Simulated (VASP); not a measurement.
Here is a VASP 6.6.1 calculation.

File INCAR:

```
SYSTEM = KTaO3
PREC     = Accurate       ! precision mode
ENCUT    = 520            ! plane-wave cutoff, eV
EDIFF    = 1E-6           ! SCF threshold, eV
ISMEAR   = 0              ! smearing method
SIGMA    = 0.05           ! smearing width, eV
LREAL    = .FALSE.        ! projectors in reciprocal space
LASPH    = .TRUE.         ! aspherical terms in the spheres
NELM     = 60             ! most SCF steps
ALGO     = Normal         ! electronic algorithm
ISIF     = 2              ! what is computed and relaxed
LWAVE    = .FALSE.        ! write WAVECAR
LCHARG   = .FALSE.        ! write CHGCAR
GGA      = PE             ! functional
NBANDS   = 27             ! bands
```

KPOINTS

```
regular mesh
0
G
  8 8 8
  0 0 0
```

Contents of POSCAR:

```
KTaO3
1.0
    3.7431111446      0.0000000000      0.0000000000
    0.0000000000      4.3065902416      0.0000000000
    0.0000000000      0.0000000000      4.0248506931
K Ta O
1 1 3
Direct
    0.5000000000      0.5000000000      0.5000000000
    0.0000000000      0.0000000000      0.0000000000
    0.5000000000      0.0000000000      0.0000000000
    0.0000000000      0.5000000000      0.0000000000
    0.0000000000      0.0000000000      0.5000000000
```

Potentials or basis: VASP PAW PBE potentials, release 64 (K_sv, Ta_pv, O).

Run with:

```bash
$ cat potpaw_PBE.64/K_sv/POTCAR potpaw_PBE.64/Ta_pv/POTCAR potpaw_PBE.64/O/POTCAR > POTCAR
$ mpirun -np 1 vasp_std > vasp.out
```

Problem. What does it give for the pressure?

Solution. 7.0 GPa.

Problem. Predict the band gap on the k mesh.

Solution. 1.89 eV (least direct gap 2.30 eV).

Stress tensor (GPa, compression positive):
```
 35.90   0.00   0.00
  0.00 -16.36   0.00
  0.00   0.00   1.40
```

Caveat: the cell differs from its parent crystal (normal strain along x -0.0700, normal strain along y +0.0700); the cell stands under pressure; spin-orbit coupling is left out, which moves the levels of the heavy elements. A k mesh can miss the band edges.
